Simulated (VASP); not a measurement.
# GaN (F-43m) in VASP: further runs, part 2 of 2

VASP 6.6.1. Earlier steps stand in the parts before.

**3. Single point, RPBE**

This run uses another cell than the first one, of 12.13 Å³/atom, 1.019 times its volume.

Contents of INCAR:

```
SYSTEM = GaN
  PREC = Accurate
  ENCUT = 520
  EDIFF = 1E-6
  ISMEAR = -1
  SIGMA = 0.05
  LREAL = .False.
  LASPH = .True.
  NELM = 80
  ALGO = Normal
  ISIF = 2
  LWAVE = .False.
  LCHARG = .False.
  GGA = RP
  NBANDS = 16
```

Contents of KPOINTS:

```
regular mesh
0
Gamma
  10 10 10
  0 0 0
```

Contents of POSCAR:

```
GaN
1.0
    0.0000000000      2.2976981147      2.2976981147
    2.2976981147      0.0000000000      2.2976981147
    2.2976981147      2.2976981147      0.0000000000
Ga N
1 1
Direct
    0.0000000000      0.0000000000      0.0000000000
    0.2500000000      0.2500000000      0.2500000000
```

Potentials or basis: VASP PAW PBE potentials, release 64 (Ga_d, N).

Started as:

```
$ cat potpaw_PBE.64/Ga_d/POTCAR potpaw_PBE.64/N/POTCAR > POTCAR
$ mpirun -np 1 vasp_std > vasp.out
```

OUTCAR:

```text
SYSTEM = GaN
   PREC = Accurate
   ENCUT = 520
   EDIFF = 1E-6
   ISMEAR = -1
   LREAL = .False.
   LASPH = .True.
   NELM = 80
   ISIF = 2
   GGA = RP

 ion  position               nearest neighbor table
   1  0.000  0.000  0.000-   2 1.99   2 1.99   2 1.99   2 1.99
   2  0.250  0.250  0.250-   1 1.99   1 1.99   1 1.99   1 1.99

  LATTYP: Found a face centered cubic cell.
 ALAT       =     4.5953962294

  Lattice vectors:

 A1 = (   0.0000000000,   2.2976981147,   2.2976981147)
 A2 = (   2.2976981147,   0.0000000000,   2.2976981147)
 A3 = (   2.2976981147,   2.2976981147,   0.0000000000)

Analysis of symmetry for initial positions (statically):
=====================================================================
 Subroutine PRICEL returns:
 Original cell was already a primitive cell.

 Routine SETGRP: Setting up the symmetry group for a
 face centered cubic supercell.

 Subroutine GETGRP returns: Found 24 space group operations
 (whereof 24 operations were pure point group operations)
 out of a pool of 48 trial point group operations.

The static configuration has the point symmetry T_d .

Analysis of symmetry for dynamics (positions and initial velocities):
=====================================================================
 Subroutine PRICEL returns:
 Original cell was already a primitive cell.

 Routine SETGRP: Setting up the symmetry group for a
 face centered cubic supercell.

 Subroutine GETGRP returns: Found 24 space group operations
 (whereof 24 operations were pure point group operations)
 out of a pool of 48 trial point group operations.

The dynamic configuration has the point symmetry T_d .

 Subroutine INISYM returns: Found 24 space group operations
 (whereof 24 operations are pure point group operations),
 and found     1 'primitive' translations

[... 105 lines left out ...]
   NELECT =      18.0000    total number of electrons
   NUPDOWN=      -1.0000    fix difference up-down
   EMIN   =  10.00;   EMAX   =-10.00  energy-range for DOS
   EFERMI =   0.00;   METHOD = LEGACY
   ISMEAR =    -1;   SIGMA  =   0.05  broadening in eV -4-tet -1-fermi 0-gaus
   EFERMI_NEDOS =   21; number of points for ismear=-14 and -15
   IALGO  =     38    algorithm
   IMIX   =      4    mixing-type and parameters
     AMIX     =   0.40;   BMIX     =  1.00
     AMIX_MAG =   1.60;   BMIX_MAG =  1.00
  volume/ion in A,a.u.               =      12.13        81.86
  Fermi-wavevector in a.u.,A,eV,Ry     =   1.482049  2.800667 29.884797  2.196471
  Thomas-Fermi vector in A             =   2.595884
   LORBIT       =      0    0 simple, 1 ext, 2 COOP (PROOUT), +10 PAW based schemes
   GGA     = RP    functional components
   LHFCALC =     F    Hartree Fock is set to
   AEXX    =    0.0000 exact exchange contribution
   IVDW    =     0    specifies the selected vdW correction
   LEPSILON=     F    determine dielectric tensor
   LRPA    =     F    only Hartree local field effects (RPA)
 non-spin polarized calculation
  energy-cutoff  :      520.00
  volume of cell :       24.26
 maximum number of plane-waves:       666
   NGX = 13   NGY = 13   NGZ = 13

 number of electron      17.9999986 magnetization

 Free energy of the ion-electron system (eV)
  ---------------------------------------------------
  ext. energy  EPLUGINS =         0.00000000
  ---------------------------------------------------
  free energy    TOTEN  =       -11.33539017 eV

  energy without entropy =      -11.33539016  energy(sigma->0) =      -11.33539016

 E-fermi :   5.5527     XC(G=0): -11.1598

 val. band max:        4.8051093158   @ k =   0.0000   0.0000   0.0000
 cond. band min:       6.2077789453   @ k =   0.0000   0.0000   0.0000
 fundamental gap:      1.4026696295
 Fermi energy:         5.5526545906

 k-point     1 :       0.0000    0.0000    0.0000
  band No.  band energies     occupation
      1     -10.6886      2.00000
      2      -8.6112      2.00000
      3      -8.6112      2.00000
      4      -8.6112      2.00000
      5      -8.3469      2.00000
      6      -8.3469      2.00000
[... 433 lines left out ...]
      3      -8.4241      2.00000
      4      -8.4235      2.00000
      5      -8.2959      2.00000
      6      -7.3673      2.00000
[... 8 lines left out ...]
     15      26.2437      0.00000
     16      26.6349      0.00000

 [... further k-points ...]
[... 5 lines left out ...]
  --------------------------------------------------------------------------------------
  -------------------------------------------------------------------------------------
  Total       -0.1831233     -0.1831233     -0.1831233     -0.0000000      0.0000000     -0.0000000
  in kB      -12.0933145    -12.0933145    -12.0933145     -0.0000000      0.0000000     -0.0000000
  external PRESSURE =     -12.0933145 kB  Pullay stress =       0.0000000 kB

 VOLUME and BASIS-vectors are now :
 -----------------------------------------------------------------------------
  energy-cutoff  :      520.00
  volume of cell :       24.26
      direct lattice vectors                 reciprocal lattice vectors
     0.000000000  2.297698115  2.297698115    -0.217609092  0.217609092  0.217609092
     2.297698115  0.000000000  2.297698115     0.217609092 -0.217609092  0.217609092
     2.297698115  2.297698115  0.000000000     0.217609092  0.217609092 -0.217609092

 POSITION                                       TOTAL-FORCE (eV/Angst)
 -----------------------------------------------------------------------------------
      0.00000      0.00000      0.00000        -0.000000     -0.000000     -0.000000
      1.14885      1.14885      1.14885         0.000000      0.000000      0.000000
 -----------------------------------------------------------------------------------
    total drift:                                0.000001      0.000001      0.000001

  FREE ENERGIE OF THE ION-ELECTRON SYSTEM (eV)
  ---------------------------------------------------
  free  energy   TOTEN  =       -11.3353901662 eV

  energy  without entropy=      -11.3353901598  energy(sigma->0) =      -11.33539016
```

stdout:

```text
POSCAR found type information on POSCAR GaN
 POSCAR found :  2 types and       2 ions
 scaLAPACK will be used
 -----------------------------------------------------------------------------
|                                                                             |
|                                                                             |
|     You enforced a specific xc type in the INCAR file but a different       |
|     I HOPE YOU KNOW WHAT YOU ARE DOING!                                     |
|                                                                             |
 -----------------------------------------------------------------------------

 LDA part: xc-table for (Slater+PW92), standard interpolation
 POSCAR, INCAR and KPOINTS ok, starting setup
 FFT: planning ... GRIDC
 FFT: planning ... GRID_SOFT
 FFT: planning ... GRID
 WAVECAR not read
 entering main loop
```

Run time: 39 s. Hardware: 1 thread of AMD EPYC 7R13, shared host; peak memory 0.12 GiB.

What came out:

| Property | Result |
| --- | --- |
| Free energy | -11.3354 eV |
| Pressure | -1.2 GPa |
| Band gap on the k mesh | 1.40 eV, direct |

Caveat: the PAW data sets were made with another functional, which shifts forces and pressure a little. As with any semilocal functional, this RPBE gap is likely too small.

**4. Single point, revPBE+D3(BJ)**

This run uses another cell than the first one, of 12.13 Å³/atom, 1.019 times its volume.

Contents of INCAR:

```
SYSTEM = GaN
PREC     = Accurate       ! precision mode
ENCUT    = 520            ! plane-wave cutoff, eV
EDIFF    = 1E-6           ! SCF threshold, eV
ISMEAR   = -1             ! smearing method
SIGMA    = 0.05           ! smearing width, eV
LREAL    = .FALSE.        ! projectors in reciprocal space
LASPH    = .TRUE.         ! aspherical terms in the spheres
NELM     = 80             ! most SCF steps
ALGO     = Normal         ! electronic algorithm
ISIF     = 2              ! what is computed and relaxed
LWAVE    = .FALSE.        ! write WAVECAR
LCHARG   = .FALSE.        ! write CHGCAR
GGA      = RE             ! functional
IVDW     = 12             ! dispersion correction
NBANDS   = 16             ! bands
```

Contents of KPOINTS:

```
regular mesh
0
G
  10 10 10
  0 0 0
```

POSCAR is that of step 3.

Started as:

```
$ cat potpaw_PBE.64/Ga_d/POTCAR potpaw_PBE.64/N/POTCAR > POTCAR
$ mpirun -np 1 vasp_std > vasp.out
```

Run time: 42 s. Hardware: 1 thread of AMD EPYC 7R13, shared host; peak memory 0.13 GiB.

It converged, with:

```yaml
Free_energy: -12.3832 eV
Pressure: -8.8 GPa
Band_gap_on_the_k_mesh: 1.39 eV, direct
Dispersion_energy_per_atom: -0.462 eV
```

Levels at points of the mesh, in eV from the valence-band top:
```
           k point  band 6  band 7  band 8  band 9  band 10  band 11  band 12  band 13
(0.00, 0.00, 0.00)  -13.15    0.00    0.00    0.00     1.39     9.99     9.99     9.99
(0.50, 0.00, 0.00)  -11.91   -6.64   -0.89   -0.89     4.30     8.50    10.11    10.11
(0.50, 0.50, 0.00)  -11.49   -5.86   -2.50   -2.50     3.38     6.38    11.41    13.43
```

Caveat: the PAW data sets were made with another functional, which shifts forces and pressure a little.

**5. Single point, BLYP+D4**

This run uses another cell than the first one, of 12.13 Å³/atom, 1.019 times its volume.

Contents of INCAR:

```
SYSTEM = GaN
  AGGAC = 1.0
  AGGAX = 1.0
  ALDAC = 0.0
  ALDAX = 1.0
  ALGO = Normal
  EDIFF = 1E-7
  ENCUT = 520
  GGA = B5
  ISIF = 2
  ISMEAR = -1
  IVDW = 13
  LASPH = .TRUE.
  LCHARG = .FALSE.
  LREAL = .FALSE.
  LWAVE = .FALSE.
  NBANDS = 16
  NELM = 60
  PREC = Accurate
  SIGMA = 0.05
  VDW_A1 = 0.44488865
  VDW_A2 = 4.0933009
  VDW_S6 = 1.0
  VDW_S8 = 2.34076671
```

Contents of KPOINTS:

```
k-points
0
G
  10 10 10
  0 0 0
```

POSCAR is that of step 4.

Started as:

```
$ cat potpaw_PBE.64/Ga_d/POTCAR potpaw_PBE.64/N/POTCAR > POTCAR
$ mpirun -np 1 vasp_std > vasp.out
```

It took 61 s on 1 thread of AMD EPYC 7R13, shared host; peak memory 0.12 GiB.

Results (log left out):

| Item | Value |
| --- | --- |
| Free energy | -12.4525 eV |
| Pressure | -8.9 GPa |
| Band gap on the k mesh | 1.42 eV, direct |
| Dispersion energy per atom | -0.718 eV |

Levels at points of the mesh, in eV from the valence-band top:
```tsv
k point	band 7	band 8	band 9	band 10	band 11	band 12
(0.00, 0.00, 0.00)	0.00	0.00	0.00	1.42	9.94	9.94
(0.50, 0.00, 0.00)	-6.60	-0.89	-0.89	4.26	8.56	10.11
(0.50, 0.50, 0.00)	-5.87	-2.48	-2.48	3.57	6.31	11.47
```

Caveat: the PAW data sets were made with another functional, which shifts forces and pressure a little.

**6. Summary**

```csv
level,cell,gap on the mesh (eV),pressure (GPa)
BLYP+D4,"a = 3.229 Å, angles 60.0°, 2 atoms",1.55,-6.1
RPBE,"a = 3.249 Å, angles 60.0°, 2 atoms",1.40,-1.2
revPBE+D3(BJ),"a = 3.249 Å, angles 60.0°, 2 atoms",1.39,-8.8
BLYP+D4,"a = 3.249 Å, angles 60.0°, 2 atoms",1.42,-8.9
```

Alike in all rows: task single point; potentials or basis VASP PAW PBE potentials, release 64 (Ga_d, N); no spin polarisation; k mesh 10 × 10 × 10; cutoff (eV) 520; smearing fermi-dirac 0.05 eV.

Caveats: the PAW data sets were made with another functional, which shifts forces and pressure a little.

Absolute energies hang on the potentials; compare differences alone.
